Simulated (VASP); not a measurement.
# InSb (sol) (F-43m) in VASP: a series of runs, part 2 of 2

VASP 6.6.1. Earlier steps stand in the parts before.

**3. Relaxation of cell and atoms, PBEsol**

Contents of INCAR:

```
ALGO = Normal
EDIFF = 1E-6
EDIFFG = -0.001
ENCUT = 600
GGA = PS
IBRION = 2
ISIF = 3
ISMEAR = -1
LASPH = True
LCHARG = False
LREAL = False
LWAVE = False
NELM = 60
NSW = 80
PREC = Accurate
SIGMA = 0.15
```

Contents of KPOINTS:

```
k-points
0
Gamma
  12 12 12
```

Contents of POSCAR:

```
InSb
1.0
    0.0000000000      3.2598197993      3.2598197993
    3.2598197993      0.0000000000      3.2598197993
    3.2598197993      3.2598197993      0.0000000000
In Sb
1 1
Direct
    0.0000000000      0.0000000000      0.0000000000
    0.7500000000      0.7500000000      0.7500000000
```

Potentials or basis: VASP PAW PBE potentials, release 64 (In_d, Sb).

On the command line:

```console
cat potpaw_PBE.64/In_d/POTCAR potpaw_PBE.64/Sb/POTCAR > POTCAR
mpirun -np 1 vasp_std > vasp.out
```

OUTCAR:

```text
EDIFF = 1E-6
   EDIFFG = -0.001
   ENCUT = 600
   GGA = PS
   IBRION = 2
   ISIF = 3
   ISMEAR = -1
   LASPH = True
   LREAL = False
   NELM = 60
   NSW = 80
   PREC = Accurate

 ion  position               nearest neighbor table
   1  0.000  0.000  0.000-   2 2.82   2 2.82   2 2.82   2 2.82
   2  0.750  0.750  0.750-   1 2.82   1 2.82   1 2.82   1 2.82

  LATTYP: Found a face centered cubic cell.
 ALAT       =     6.5196395986

  Lattice vectors:

 A1 = (   0.0000000000,   3.2598197993,   3.2598197993)
 A2 = (   3.2598197993,   0.0000000000,   3.2598197993)
 A3 = (   3.2598197993,   3.2598197993,   0.0000000000)

Analysis of symmetry for initial positions (statically):
=====================================================================
 Subroutine PRICEL returns:
 Original cell was already a primitive cell.

 Routine SETGRP: Setting up the symmetry group for a
 face centered cubic supercell.

 Subroutine GETGRP returns: Found 24 space group operations
 (whereof 24 operations were pure point group operations)
 out of a pool of 48 trial point group operations.

The static configuration has the point symmetry T_d .

Analysis of symmetry for dynamics (positions and initial velocities):
=====================================================================
 Subroutine PRICEL returns:
 Original cell was already a primitive cell.

 Routine SETGRP: Setting up the symmetry group for a
 face centered cubic supercell.

 Subroutine GETGRP returns: Found 24 space group operations
 (whereof 24 operations were pure point group operations)
 out of a pool of 48 trial point group operations.

The dynamic configuration has the point symmetry T_d .

 Subroutine INISYM returns: Found 24 space group operations
 (whereof 24 operations are pure point group operations),
 and found     1 'primitive' translations

----------------------------------------------------------------------------------------

                                     Primitive cell

  volume of cell :      69.2805

  direct lattice vectors                    reciprocal lattice vectors
     0.000000000  3.259819799  3.259819799    -0.153382712  0.153382712  0.153382712
     3.259819799  0.000000000  3.259819799     0.153382712 -0.153382712  0.153382712
     3.259819799  3.259819799  0.000000000     0.153382712  0.153382712 -0.153382712

  length of vectors
     4.610081371  4.610081371  4.610081371     0.265666649  0.265666649  0.265666649

  position of ions in fractional coordinates (direct lattice)
     0.000000000  0.000000000  0.000000000
     0.750000000  0.750000000  0.750000000

  ion indices of the primitive-cell ions
   primitive index   ion index
                 1           1
                 2           2

----------------------------------------------------------------------------------------

 KPOINTS: k-points

Automatic generation of k-mesh.
 Grid dimensions read from file:
 generate k-points for:   12   12   12

 Generating k-lattice:
[... 45 lines left out ...]
   number of dos      NEDOS =    301   number of ions     NIONS =      2
   total plane-waves  NPLWV =  64000
   dimension x,y,z NGX =    40 NGY =   40 NGZ =   40
   dimension x,y,z NGXF=    80 NGYF=   80 NGZF=   80
   ions per type =               1   1
   NGX,Y,Z   is equivalent  to a cutoff of  14.42, 14.42, 14.42 a.u.
   NGXF,Y,Z  is equivalent  to a cutoff of  28.85, 28.85, 28.85 a.u.
 SYSTEM =  unknown system
   PREC   = accura    normal or accurate (medium, high low for compatibility)
   ISTART =      0    job   : 0-new  1-cont  2-samecut
   ICHARG =      2    charge: 1-file 2-atom 10-const
   ISPIN  =      1    spin polarized calculation?
   LNONCOLLINEAR =      F non collinear calculations
   LSORBIT =      F    spin-orbit coupling
   LASPH  =      T    aspherical Exc in radial PAW
   ENCUT  =  600.0 eV  44.10 Ry    6.64 a.u.   9.21  9.21  9.21*2*pi/ulx,y,z
   NELM   =     60;   NELMIN=  2; NELMDL= -5     # of ELM steps
   EDIFF  = 0.1E-05   stopping-criterion for ELM
   LREAL  =      F    real-space projection
   EDIFFG = -.1E-02   stopping-criterion for IOM
   NSW    =     80    number of steps for IOM
   IBRION =      2    ionic relax: 0-MD 1-quasi-New 2-CG
   NFREE  =      1    steps in history (QN), initial steepest desc. (CG)
   ISIF   =      3    stress and relaxation
   ISYM   =      2    0-nonsym 1-usesym 2-fastsym
   POTIM  = 0.5000    time-step for ionic-motion
   TEBEG  =    0.0;   TEEND  =   0.0 temperature during run
   PSTRESS=    0.0 pullay stress
   NELECT =      18.0000    total number of electrons
   NUPDOWN=      -1.0000    fix difference up-down
   EMIN   =  10.00;   EMAX   =-10.00  energy-range for DOS
   EFERMI =   0.00;   METHOD = LEGACY
   ISMEAR =    -1;   SIGMA  =   0.15  broadening in eV -4-tet -1-fermi 0-gaus
   EFERMI_NEDOS =   21; number of points for ismear=-14 and -15
   IALGO  =     38    algorithm
   IMIX   =      4    mixing-type and parameters
     AMIX     =   0.40;   BMIX     =  1.00
     AMIX_MAG =   1.60;   BMIX_MAG =  1.00
  volume/ion in A,a.u.               =      34.64       233.76
  Fermi-wavevector in a.u.,A,eV,Ry     =   1.044629  1.974063 14.847354  1.091250
  Thomas-Fermi vector in A             =   2.179390
   LORBIT       =      0    0 simple, 1 ext, 2 COOP (PROOUT), +10 PAW based schemes
   GGA     = PS    functional components
   LHFCALC =     F    Hartree Fock is set to
   AEXX    =    0.0000 exact exchange contribution
   IVDW    =     0    specifies the selected vdW correction
   LEPSILON=     F    determine dielectric tensor
   LRPA    =     F    only Hartree local field effects (RPA)
 conjugate gradient relaxation of ions
 non-spin polarized calculation
  energy-cutoff  :      600.00
  volume of cell :       69.28
 maximum number of plane-waves:      2334
 NGX is ok and might be reduce to    40
   NGX = 19   NGY = 19   NGZ = 19

--------------------------------------- Ionic step        1  -------------------------------------------

 number of electron      17.9999999 magnetization

 Free energy of the ion-electron system (eV)
  ---------------------------------------------------
  ext. energy  EPLUGINS =         0.00000000
  ---------------------------------------------------
  free energy    TOTEN  =        -7.70305191 eV

  energy without entropy =       -7.69600571  energy(sigma->0) =       -7.69952881

------------------------ aborting loop because EDIFF is reached ----------------------------------------

  FORCE on cell =-STRESS in cart. coord.  units (eV):
  Direction    XX          YY          ZZ          XY          YZ          ZX
  --------------------------------------------------------------------------------------
  -------------------------------------------------------------------------------------
  Total        0.0199117      0.0199117      0.0199117      0.0000000     -0.0000000     -0.0000000
  in kB        0.4604779      0.4604779      0.4604779      0.0000000     -0.0000000     -0.0000000
  external PRESSURE =       0.4604779 kB  Pullay stress =       0.0000000 kB
[... 59 lines left out ...]
--------------------------------------- Ionic step        3  -------------------------------------------

 number of electron      17.9999999 magnetization

 Free energy of the ion-electron system (eV)
  ---------------------------------------------------
  ext. energy  EPLUGINS =         0.00000000
  ---------------------------------------------------
  free energy    TOTEN  =        -7.70306300 eV

  energy without entropy =       -7.69596483  energy(sigma->0) =       -7.69951392

 E-fermi :   4.9901     XC(G=0):  -8.7845

 val. band max:        4.7506093863   @ k =   0.0000   0.0000   0.0000
 cond. band min:       5.1887705293   @ k =   0.5000   0.0000   0.0000
 fundamental gap:      0.4381611430
 Fermi energy:         4.9901223082

 k-point     1 :       0.0000    0.0000    0.0000
  band No.  band energies     occupation
      1      -9.7444      2.00000
      2      -9.7444      2.00000
      3      -9.7444      2.00000
      4      -9.6633      2.00000
      5      -9.6633      2.00000
      6      -5.8724      2.00000
      7       4.3769      1.96701
      8       4.7506      1.66313
      9       4.7506      1.66313
     10       4.7506      1.66313
     11       7.6856      0.00000
     12       7.6856      0.00000
     13       7.6856      0.00000
[... 354 lines left out ...]
  band No.  band energies     occupation
      1      -9.7950      2.00000
      2      -9.7229      2.00000
      3      -9.7211      2.00000
      4      -9.6647      2.00000
      5      -9.6622      2.00000
      6      -4.3988      2.00000
      7      -0.7489      2.00000
      8       2.4209      2.00000
      9       3.5050      1.99990
     10       6.3934      0.00017
     11       8.3898      0.00000
     12       9.2073      0.00000
     13      11.0027      0.00000

 [... further k-points ...]
[... 5 lines left out ...]
  --------------------------------------------------------------------------------------
  -------------------------------------------------------------------------------------
  Total       -0.0010720     -0.0010720     -0.0010720      0.0000000      0.0000000     -0.0000000
  in kB       -0.0247588     -0.0247588     -0.0247588      0.0000000      0.0000000     -0.0000000
  external PRESSURE =      -0.0247588 kB  Pullay stress =       0.0000000 kB
[... 17 lines left out ...]
  FREE ENERGIE OF THE ION-ELECTRON SYSTEM (eV)
  ---------------------------------------------------
  free  energy   TOTEN  =        -7.7030630045 eV

  energy  without entropy=       -7.6959648268  energy(sigma->0) =       -7.69951392

 reached required accuracy - stopping structural energy minimisation
```

Wall time 78 s (1 thread of AMD EPYC 9R45 (Zen 5), shared host); peak memory 0.27 GiB.

What came out:

```yaml
Free_energy: -7.7031 eV
Relaxed_volume: 34.69 Å³/atom
Relaxed_cell: a = 4.612 Å, b = 4.612 Å, c = 4.612 Å, α = 60.00°, β = 60.00°, γ = 60.00°
Space_group_after_relaxing_to_0.05_Å: F-43m (No. 216)
Energy_gained_by_relaxing: 0.0 meV/atom
Ionic_steps: 3
Pressure_after_relaxing: 0.0 GPa
Band_gap_on_the_k_mesh: zero (filled and empty bands touch)
```

Final structure:
```xyz
2
Lattice="0.0000 3.2612 3.2612 3.2612 0.0000 3.2612 3.2612 3.2612 0.0000" Properties=species:S:1:pos:R:3 pbc="T T T"
In    0.0000    0.0000    0.0000
Sb    4.8919    4.8919    4.8919
```

Caveat: the PAW data sets were made with another functional, which shifts forces and pressure a little; spin-orbit coupling is left out, which moves the levels of the heavy elements.
